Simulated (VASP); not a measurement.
Here is a VASP 6.6.1 calculation.

File INCAR:

```
SYSTEM = Tc
  PREC = Accurate
  ENCUT = 520
  EDIFF = 1E-6
  ISMEAR = -1
  SIGMA = 0.05
  LREAL = .FALSE.
  LASPH = .TRUE.
  NELM = 80
  ALGO = Normal
  ISIF = 2
  LWAVE = .FALSE.
  LCHARG = .FALSE.
  GGA = PE
  NBANDS = 12
```

File KPOINTS:

```
regular mesh
0
G
  12 12 12
  0 0 0
```

Contents of POSCAR:

```
Tc
1.0
    0.0000000000      1.9357024315      1.9357024315
    1.9357024315      0.0000000000      1.9357024315
    1.9357024315      1.9357024315      0.0000000000
Tc
1
Direct
    0.0000000000      0.0000000000      0.0000000000
```

Potentials or basis: VASP PAW PBE potentials, release 64 (Tc_pv).

Command:

```bash
$ cat potpaw_PBE.64/Tc_pv/POTCAR > POTCAR
$ mpirun -np 1 vasp_std > vasp.out
```

Problem. What does it give for the pressure?

Solution. -0.6 GPa.
